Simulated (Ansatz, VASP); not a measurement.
VO2: VASP beside Ansatz

File INCAR:

```
PREC     = Accurate       # precision mode
ENCUT    = 600            # plane-wave cutoff, eV
EDIFF    = 1E-6           # SCF threshold, eV
ISMEAR   = 1              # smearing method
SIGMA    = 0.05           # smearing width, eV
LREAL    = False          # projectors in reciprocal space
LASPH    = True           # aspherical terms in the spheres
NELM     = 200            # most SCF steps
ALGO     = Normal         # electronic algorithm
ISIF     = 2              # what is computed and relaxed
LWAVE    = False          # write WAVECAR
LCHARG   = False          # write CHGCAR
ISPIN    = 2              # spin polarisation
MAGMOM   = 1 -1 0 0 0 0   # initial moments
LORBIT   = 11             # projections on sites
LMAXMIX  = 4              # l up to which the mixer works
GGA      = PE             # functional
NBANDS   = 38             # bands
GGA_COMPAT= False
```

KPOINTS

```
regular mesh
0
Gamma
  5 5 7
```

File POSCAR:

```
VO2
1.0
    4.5300000000      0.0000000000      0.0000000000
    0.0000000000      4.5300000000      0.0000000000
    0.0000000000      0.0000000000      2.8690000000
V O
2 4
Direct
    0.0000000000      0.0000000000      0.0000000000
    0.5000000000      0.5000000000      0.5000000000
    0.3050000000      0.3050000000      0.0000000000
    0.1950000000      0.8050000000      0.5000000000
    0.6950000000      0.6950000000      0.0000000000
    0.8050000000      0.1950000000      0.5000000000
```

Input for Ansatz:

```yaml
crystal:
  lattice:
    - [4.53, 0.0, 0.0]
    - [0.0, 4.53, 0.0]
    - [0.0, 0.0, 2.869]
  atoms:
    - { symbol: V, position: [0.0, 0.0, 0.0], spin: 1.0 }
    - { symbol: V, position: [0.5, 0.5, 0.5], spin: -1.0 }
    - { symbol: O, position: [0.305, 0.305, 0.0] }
    - { symbol: O, position: [0.195, 0.805, 0.5] }
    - { symbol: O, position: [0.695, 0.695, 0.0] }
    - { symbol: O, position: [0.805, 0.195, 0.5] }
basis:
  ecutwfc: 450.0
kpoints:
  mp_grid:
    grid: [5, 5, 7]
hamiltonian:
  xc: pbe
magnetization:
  spin_polarized: true
scf:
  occupations:
    method: cold
    width: 0.05
```

Alike in both runs: task single point; functional PBE; k mesh 5 × 5 × 7; collinear spin.

|  | VASP | Ansatz |
| --- | --- | --- |
| version | VASP 6.6.1 | Ansatz 0.2.0 |
| potentials or method | VASP PAW PBE potentials, release 64 (V_sv, O), cutoff 600 eV | plane waves, PAW |
| occupations | methfessel-paxton of order 1, width 0.05 eV | cold, width 0.05 eV |
| valence electrons in the cell | 50 | 50 |

|  | VASP | Ansatz | Ansatz less VASP |
| --- | --- | --- | --- |
| gap on the k mesh at the Fermi level (eV) | none | none | - |
| net moment per atom (μB) | 0.00 | 0.33 | +0.333 |
| size of the moment on the site where the two differ most (μB) | 0.55 | 0.83 | +0.279 |

The net moments are unlike, so the other rows may belong to different states. Site moments also hang on the region over which each program counts them. A gap of «none» marks a metal or a gap that the smearing closes. Ansatz's warnings: look outside group, seeded moment not kept, stability check not made.
